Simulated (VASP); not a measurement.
# Fe (P6_3/mmc) in VASP: further runs

Fe is run at these levels: PBE; tasks: single point.

Program: VASP 6.6.1. These are calculated values, not measurements. Logs are shortened: lines on timing, memory, paths and dates and some standing lists are left out, and cuts for length are marked.

## 1. The cell of the first run

It takes space group P6_3/mmc (No. 194, hexagonal). Conventional cell: a = 2.361 Å, b = 2.361 Å, c = 3.842 Å, α = 90.00°, β = 90.00°, γ = 120.00°. Within 3.1 Å of Fe (site symmetry -6m2) lie 12 Fe at 2.36 Å.

This isn't the form of Fe at room conditions, which is bcc.

## 2. Single point, PBE (equal xx and yy strain of -3 %)

Contents of INCAR:

```
PREC = Accurate
ENCUT = 600
EDIFF = 1E-6
ISMEAR = -1
SIGMA = 0.08
LREAL = F
LASPH = T
NELM = 120
ALGO = Normal
ISIF = 2
LWAVE = F
LCHARG = F
GGA = PE
NBANDS = 15
GGA_COMPAT = F
```

Contents of KPOINTS:

```
Automatic mesh
0
Gamma
  17 17 10
```

Contents of POSCAR:

```
Fe
1.0
    2.3611328578      0.0000000000      0.0000000000
   -1.1805664289      2.0448010365      0.0000000000
    0.0000000000      0.0000000000      3.8419344700
Fe
2
Direct
    0.3333333333      0.6666666667      0.2500000000
    0.6666666667      0.3333333333      0.7500000000
```

Potentials or basis: VASP PAW PBE potentials, release 64 (Fe).

On the command line:

```sh
$ cat potpaw_PBE.64/Fe/POTCAR > POTCAR
$ mpirun -np 1 vasp_std > vasp.out
```

OUTCAR:

```text
PREC = Accurate
   ENCUT = 600
   EDIFF = 1E-6
   ISMEAR = -1
   LREAL = F
   LASPH = T
   NELM = 120
   ISIF = 2
   GGA = PE

 ion  position               nearest neighbor table
   1  0.333  0.667  0.250-   2 2.36   2 2.36   2 2.36   2 2.36   2 2.36   2 2.36
   2  0.667  0.333  0.750-   1 2.36   1 2.36   1 2.36   1 2.36   1 2.36   1 2.36

  LATTYP: Found a hexagonal cell.
 ALAT       =     2.3611328578
 C/A-ratio  =     1.6271572594

  Lattice vectors:

 A1 = (   2.3611328578,   0.0000000000,   0.0000000000)
 A2 = (  -1.1805664289,   2.0448010365,   0.0000000000)
 A3 = (   0.0000000000,   0.0000000000,   3.8419344700)

Analysis of symmetry for initial positions (statically):
=====================================================================
 Subroutine PRICEL returns:
 Original cell was already a primitive cell.

 Routine SETGRP: Setting up the symmetry group for a
 hexagonal supercell.

 Subroutine GETGRP returns: Found 24 space group operations
 (whereof 12 operations were pure point group operations)
 out of a pool of 24 trial point group operations.

The static configuration has the point symmetry D_3d.
 The point group associated with its full space group is D_6h.

Analysis of symmetry for dynamics (positions and initial velocities):
=====================================================================
 Subroutine PRICEL returns:
 Original cell was already a primitive cell.

 Routine SETGRP: Setting up the symmetry group for a
 hexagonal supercell.

 Subroutine GETGRP returns: Found 24 space group operations
 (whereof 12 operations were pure point group operations)
 out of a pool of 24 trial point group operations.

The dynamic configuration has the point symmetry D_3d.
 The point group associated with its full space group is D_6h.

 Subroutine INISYM returns: Found 24 space group operations
 (whereof 12 operations are pure point group operations),
 and found     1 'primitive' translations

----------------------------------------------------------------------------------------

                                     Primitive cell

  volume of cell :      18.5490

  direct lattice vectors                    reciprocal lattice vectors
     2.361132858  0.000000000  0.000000000     0.423525511  0.244522568  0.000000000
    -1.180566429  2.044801037  0.000000000     0.000000000  0.489045136  0.000000000
     0.000000000  0.000000000  3.841934470     0.000000000  0.000000000  0.260285543

  length of vectors
     2.361132858  2.361132858  3.841934470     0.489045136  0.489045136  0.260285543

  position of ions in fractional coordinates (direct lattice)
     0.333333333  0.666666667  0.250000000
[... 91 lines left out ...]
   EMIN   =  10.00;   EMAX   =-10.00  energy-range for DOS
   EFERMI =   0.00;   METHOD = LEGACY
   ISMEAR =    -1;   SIGMA  =   0.08  broadening in eV -4-tet -1-fermi 0-gaus
   EFERMI_NEDOS =   21; number of points for ismear=-14 and -15
   IALGO  =     38    algorithm
   IMIX   =      4    mixing-type and parameters
     AMIX     =   0.40;   BMIX     =  1.00
     AMIX_MAG =   1.60;   BMIX_MAG =  1.00
  volume/ion in A,a.u.               =       9.27        62.59
  Fermi-wavevector in a.u.,A,eV,Ry     =   1.558384  2.944918 33.042554  2.428559
  Thomas-Fermi vector in A             =   2.661896
   LORBIT       =      0    0 simple, 1 ext, 2 COOP (PROOUT), +10 PAW based schemes
   GGA     = PE    functional components
   LHFCALC =     F    Hartree Fock is set to
   AEXX    =    0.0000 exact exchange contribution
   IVDW    =     0    specifies the selected vdW correction
   LEPSILON=     F    determine dielectric tensor
   LRPA    =     F    only Hartree local field effects (RPA)
 non-spin polarized calculation
  energy-cutoff  :      600.00
  volume of cell :       18.55
 maximum number of plane-waves:       640
 NGX is ok and might be reduce to    20
   NGX =  9   NGY =  9   NGZ = 15

 number of electron      16.0000001 magnetization

 Free energy of the ion-electron system (eV)
  ---------------------------------------------------
  ext. energy  EPLUGINS =         0.00000000
  ---------------------------------------------------
  free energy    TOTEN  =       -16.14368256 eV

  energy without entropy =      -16.09362562  energy(sigma->0) =      -16.11865409

 E-fermi :   8.0323     XC(G=0): -14.3521

 val. band max:        8.0270642933   @ k =   0.2941   0.0588   0.0000
 cond. band min:       8.0385668260   @ k =   0.2941  -0.0000   0.2000
 fundamental gap:      0.0115025327
 Fermi energy:         8.0323377882

 k-point     1 :       0.0000    0.0000    0.0000
  band No.  band energies     occupation
      1      -1.4362      2.00000
      2       2.5074      2.00000
      3       6.0763      2.00000
      4       6.1557      2.00000
      5       6.1557      2.00000
      6       6.6430      2.00000
      7       6.6430      2.00000
      8       7.2237      1.99992
      9       7.2237      1.99992
     10       8.2255      0.16406
     11       8.8455      0.00008
     12       8.8455      0.00008
     13      17.3829      0.00000
     14      31.0903      0.00000
[... 401 lines left out ...]
      2       3.9990      2.00000
      3       4.1979      2.00000
      4       4.4667      2.00000
      5       5.9270      2.00000
      6       6.2088      2.00000
      7       6.8072      2.00000
      8       7.3452      1.99963
      9       8.2309      0.15418
     10       8.8317      0.00009
     11       9.0135      0.00001
     12      15.8023      0.00000
     13      17.8157      0.00000
     14      22.7921      0.00000
     15      23.7299      0.00000

 [... further k-points ...]

------------------------ aborting loop because EDIFF is reached ----------------------------------------

  FORCE on cell =-STRESS in cart. coord.  units (eV):
  Direction    XX          YY          ZZ          XY          YZ          ZX
  --------------------------------------------------------------------------------------
  -------------------------------------------------------------------------------------
  Total        4.4740377      4.4740377      2.6612130      0.0000000      0.0000000     -0.0000000
  in kB      386.4459767    386.4459767    229.8628442      0.0000000      0.0000000     -0.0000000
  external PRESSURE =     334.2515992 kB  Pullay stress =       0.0000000 kB

 VOLUME and BASIS-vectors are now :
 -----------------------------------------------------------------------------
  energy-cutoff  :      600.00
  volume of cell :       18.55
      direct lattice vectors                 reciprocal lattice vectors
     2.361132858  0.000000000  0.000000000     0.423525511  0.244522568  0.000000000
    -1.180566429  2.044801037  0.000000000     0.000000000  0.489045136  0.000000000
     0.000000000  0.000000000  3.841934470     0.000000000  0.000000000  0.260285543

 POSITION                                       TOTAL-FORCE (eV/Angst)
 -----------------------------------------------------------------------------------
     -0.00000      1.36320      0.96048         0.000000     -0.000000      0.000000
      1.18057      0.68160      2.88145        -0.000000      0.000000      0.000000
 -----------------------------------------------------------------------------------
    total drift:                                0.000000     -0.000000     -0.000000

  FREE ENERGIE OF THE ION-ELECTRON SYSTEM (eV)
  ---------------------------------------------------
  free  energy   TOTEN  =       -16.1436825619 eV

  energy  without entropy=      -16.0936256210  energy(sigma->0) =      -16.11865409
```

OSZICAR:

```text
N       E                     dE             d eps       ncg     rms          rms(c)
DAV:   1     0.816601130791E+02    0.81660E+02   -0.80033E+03  6084   0.164E+03
DAV:   2    -0.169499153182E+02   -0.98610E+02   -0.87935E+02  5940   0.258E+02
DAV:   3    -0.191081164095E+02   -0.21582E+01   -0.20698E+01  7249   0.550E+01
DAV:   4    -0.191211280960E+02   -0.13012E-01   -0.13010E-01  7032   0.362E+00
DAV:   5    -0.191212919836E+02   -0.16389E-03   -0.16389E-03  7382   0.404E-01    0.192E+01
DAV:   6    -0.163096656860E+02    0.28116E+01   -0.10006E+01  6640   0.701E+01    0.156E+00
DAV:   7    -0.161860191848E+02    0.12365E+00   -0.51402E-01  7368   0.141E+01    0.128E+00
DAV:   8    -0.161532613101E+02    0.32758E-01   -0.39841E-03  9094   0.921E-01    0.557E-01
DAV:   9    -0.161437274302E+02    0.95339E-02   -0.18003E-03  8775   0.497E-01    0.742E-02
DAV:  10    -0.161436848341E+02    0.42596E-04   -0.11696E-04  7763   0.183E-01    0.290E-02
DAV:  11    -0.161436806763E+02    0.41578E-05   -0.61423E-06  7776   0.562E-02    0.551E-03
DAV:  12    -0.161436820502E+02   -0.13739E-05   -0.29660E-07  3926   0.688E-03    0.248E-03
DAV:  13    -0.161436825619E+02   -0.51163E-06   -0.40959E-08  3502   0.298E-03
   1 F= -.16143683E+02 E0= -.16118654E+02  d E =-.500569E-01
```

stdout:

```text
POSCAR found type information on POSCAR Fe
 POSCAR found :  1 types and       2 ions
 scaLAPACK will be used
 LDA part: xc-table for (Slater+PW92), standard interpolation
 POSCAR, INCAR and KPOINTS ok, starting setup
 FFT: planning ... GRIDC
 FFT: planning ... GRID_SOFT
 FFT: planning ... GRID
 WAVECAR not read
 entering main loop
```

It took 32 s on 1 thread of AMD EPYC 9R45 (Zen 5), shared host; peak memory 0.15 GiB.

What came out:

```yaml
Free_energy: -16.1437 eV
Pressure: 33.4 GPa
Band_gap_on_the_k_mesh: zero (bands 8 and 9 overlap by 2.11 eV)
```

Caveat: the cell differs from its parent crystal (equal xx and yy strain of -3 %); the cell stands under pressure; the run has no spin polarisation, though such a crystal can be magnetic. Spin polarisation is off, so any magnetic state and its effect on volume and gap are missing.

## 3. Single point, PBE (zz strain of -3 %)

Contents of INCAR:

```
  ALGO = Normal
  EDIFF = 1E-6
  ENCUT = 600
  GGA = PE
  GGA_COMPAT = F
  ISIF = 2
  ISMEAR = -1
  LASPH = T
  LCHARG = F
  LREAL = F
  LWAVE = F
  NBANDS = 15
  NELM = 120
  PREC = Accurate
  SIGMA = 0.08
```

Contents of KPOINTS:

```
k-points
0
Gamma
  17 17 10
```

Contents of POSCAR:

```
Fe
1.0
    2.4341575853      0.0000000000      0.0000000000
   -1.2170787927      2.1080423057      0.0000000000
    0.0000000000      0.0000000000      3.7266764359
Fe
2
Direct
    0.3333333333      0.6666666667      0.2500000000
    0.6666666667      0.3333333333      0.7500000000
```

Potentials or basis: VASP PAW PBE potentials, release 64 (Fe).

On the command line:

```sh
$ cat potpaw_PBE.64/Fe/POTCAR > POTCAR
$ mpirun -np 1 vasp_std > vasp.out
```

It took 31 s on 1 thread of AMD EPYC 9R45 (Zen 5), shared host; peak memory 0.15 GiB.

Results (log left out):

```yaml
Free_energy: -16.2330 eV
Pressure: 21.6 GPa
Band_gap_on_the_k_mesh: zero (bands 8 and 9 overlap by 1.98 eV)
```

Stress tensor (GPa, compression positive):
```
15.75  0.00  0.00
 0.00 15.75  0.00
 0.00  0.00 33.29
```

Levels at points of the mesh, in eV from the Fermi level:
```tsv
k point	band 6	band 7	band 8	band 9	band 10	band 11
(0.00, 0.00, 0.00)	-1.28	-1.28	-1.10	-1.10	0.78	0.78
(0.00, 0.00, 0.50)	-2.04	-2.04	-2.04	0.37	0.37	0.37
```

Caveat: the cell differs from its parent crystal (zz strain of -3 %); the cell stands under pressure; the run has no spin polarisation, though such a crystal can be magnetic. Spin polarisation is off, so any magnetic state and its effect on volume and gap are missing.

## 4. Single point, PBE (zz strain of -2 %)

Contents of INCAR:

```
PREC = Accurate
ENCUT = 600
EDIFF = 1E-6
ISMEAR = -1
SIGMA = 0.08
LREAL = False
LASPH = True
NELM = 120
ALGO = Normal
ISIF = 2
LWAVE = False
LCHARG = False
GGA = PE
NBANDS = 15
GGA_COMPAT = False
```

Contents of KPOINTS:

```
Automatic mesh
0
Gamma
  17 17 10
```

POSCAR, as its differences from that of step 3:

```diff
@@ -4,3 +4,3 @@
    -1.2170787927      2.1080423057      0.0000000000
-    0.0000000000      0.0000000000      3.7266764359
+    0.0000000000      0.0000000000      3.7650957806
 Fe
```

On the command line:

```sh
$ cat potpaw_PBE.64/Fe/POTCAR > POTCAR
$ mpirun -np 1 vasp_std > vasp.out
```

Wall time 31 s (1 thread of AMD EPYC 9R45 (Zen 5), shared host); peak memory 0.15 GiB.

It converged, with:

- Free energy: -16.2690 eV
- Pressure: 17.5 GPa
- Band gap on the k mesh: zero (bands 8 and 9 overlap by 1.92 eV)

Stress tensor (GPa, compression positive):
```
13.54  0.00  0.00
 0.00 13.54  0.00
 0.00  0.00 25.31
```

Levels at points of the mesh, in eV from the Fermi level:
```
           k point  band 4  band 5  band 6  band 7  band 8  band 9  band 10  band 11  band 12  band 13
(0.00, 0.00, 0.00)   -1.81   -1.50   -1.27   -1.27   -1.03   -1.03     0.77     0.77     0.86     9.65
(0.00, 0.00, 0.50)   -2.13   -1.98   -1.98   -1.98   -1.98    0.36     0.36     0.36     0.36    18.34
```

Caveat: the cell differs from its parent crystal (zz strain of -2 %); the cell stands under pressure; the run has no spin polarisation, though such a crystal can be magnetic. Spin polarisation is off, so any magnetic state and its effect on volume and gap are missing.

## 5. Single point, PBE (equal xx and yy strain of -1 %)

Contents of INCAR:

```
PREC     = Accurate       # precision mode
ENCUT    = 600            # plane-wave cutoff, eV
EDIFF    = 1E-6           # SCF threshold, eV
ISMEAR   = -1             # smearing method
SIGMA    = 0.08           # smearing width, eV
LREAL    = False          # projectors in reciprocal space
LASPH    = True           # aspherical terms in the spheres
NELM     = 120            # most SCF steps
ALGO     = Normal         # electronic algorithm
ISIF     = 2              # what is computed and relaxed
LWAVE    = False          # write WAVECAR
LCHARG   = True           # write CHGCAR
GGA      = PE             # functional
LELF     = True           # ELF
LVHAR    = True         
NBANDS   = 15             # bands
GGA_COMPAT= False
```

Contents of KPOINTS:

```
regular mesh
0
Gamma
  17 17 10
```

Contents of POSCAR:

```
Fe
1.0
    2.4098160095      0.0000000000      0.0000000000
   -1.2049080047      2.0869618826      0.0000000000
    0.0000000000      0.0000000000      3.8419344700
Fe
2
Direct
    0.3333333333      0.6666666667      0.2500000000
    0.6666666667      0.3333333333      0.7500000000
```

On the command line:

```sh
$ cat potpaw_PBE.64/Fe/POTCAR > POTCAR
$ mpirun -np 1 vasp_std > vasp.out
```

It took 33 s on 1 thread of AMD EPYC 9R45 (Zen 5), shared host; peak memory 0.15 GiB.

It converged, with:

| Quantity | Value |
| --- | --- |
| Free energy | -16.2791 eV |
| Pressure | 17.0 GPa |
| Band gap on the k mesh | zero (bands 8 and 9 overlap by 2.00 eV) |

Stress tensor (GPa, compression positive):
```
18.28  0.00  0.00
 0.00 18.28  0.00
 0.00  0.00 14.55
```

Levels at points of the mesh, in eV from the Fermi level:
| k point | band 6 | band 7 | band 8 | band 9 | band 10 | band 11 |
| --- | --- | --- | --- | --- | --- | --- |
| (0.00, 0.00, 0.00) | -1.29 | -1.29 | -0.87 | -0.87 | 0.45 | 0.76 |
| (0.00, 0.00, 0.50) | -1.89 | -1.89 | -1.89 | 0.34 | 0.34 | 0.34 |

Caveat: the cell differs from its parent crystal (equal xx and yy strain of -1 %); the cell stands under pressure; the run has no spin polarisation, though such a crystal can be magnetic.

## 6. Single point, PBE (zz strain of -1 %)

Contents of INCAR:

```
ALGO = Normal ; EDIFF = 1E-6
ENCUT = 600 ; GGA = PE
GGA_COMPAT = False ; ISIF = 2
ISMEAR = -1 ; LASPH = True
LCHARG = False ; LREAL = False
LWAVE = False ; NBANDS = 15
NELM = 120 ; PREC = Accurate
SIGMA = 0.08
```

Contents of KPOINTS:

```
k-points
0
Gamma
  17 17 10
```

Contents of POSCAR:

```
Fe
1.0
    2.4341575853      0.0000000000      0.0000000000
   -1.2170787927      2.1080423057      0.0000000000
    0.0000000000      0.0000000000      3.8035151253
Fe
2
Direct
    0.3333333333      0.6666666667      0.2500000000
    0.6666666667      0.3333333333      0.7500000000
```

Potentials or basis: VASP PAW PBE potentials, release 64 (Fe).

On the command line:

```sh
$ cat potpaw_PBE.64/Fe/POTCAR > POTCAR
$ mpirun -np 1 vasp_std > vasp.out
```

It took 31 s on 1 thread of AMD EPYC 9R45 (Zen 5), shared host; peak memory 0.15 GiB.

Results (log left out):

- Free energy: -16.2956 eV
- Pressure: 13.6 GPa
- Band gap on the k mesh: zero (bands 8 and 9 overlap by 1.90 eV)

Stress tensor (GPa, compression positive):
```
11.53  0.00  0.00
 0.00 11.53  0.00
 0.00  0.00 17.82
```

Levels at points of the mesh, in eV from the Fermi level:
```
           k point  band 5  band 6  band 7  band 8  band 9  band 10  band 11  band 12
(0.00, 0.00, 0.00)   -1.55   -1.26   -1.26   -0.96   -0.96     0.71     0.75     0.75
(0.00, 0.00, 0.50)   -1.92   -1.92   -1.92   -1.92    0.35     0.35     0.35     0.35
```

Caveat: the cell differs from its parent crystal (zz strain of -1 %); the cell stands under pressure; the run has no spin polarisation, though such a crystal can be magnetic. Spin polarisation is off, so any magnetic state and its effect on volume and gap are missing.

## 7. Overview

```tsv
cell	gap on the mesh (eV)	pressure (GPa)
a = 2.361, b = 2.361, c = 3.842 Å, angles 90.0, 90.0, 120.0°, 2 atoms	none	33.4
a = 2.434, b = 2.434, c = 3.727 Å, angles 90.0, 90.0, 120.0°, 2 atoms	none	21.6
a = 2.434, b = 2.434, c = 3.765 Å, angles 90.0, 90.0, 120.0°, 2 atoms	none	17.5
a = 2.410, b = 2.410, c = 3.842 Å, angles 90.0, 90.0, 120.0°, 2 atoms	none	17.0
a = 2.434, b = 2.434, c = 3.804 Å, angles 90.0, 90.0, 120.0°, 2 atoms	none	13.6
```

Alike in all rows: task single point; level PBE; potentials or basis VASP PAW PBE potentials, release 64 (Fe); no spin polarisation; k mesh 17 × 17 × 10; cutoff (eV) 600; smearing fermi-dirac 0.08 eV.

Caveats: the cell stands under pressure; the run has no spin polarisation, though such a crystal can be magnetic.

Absolute energies hang on the potentials; compare differences alone.
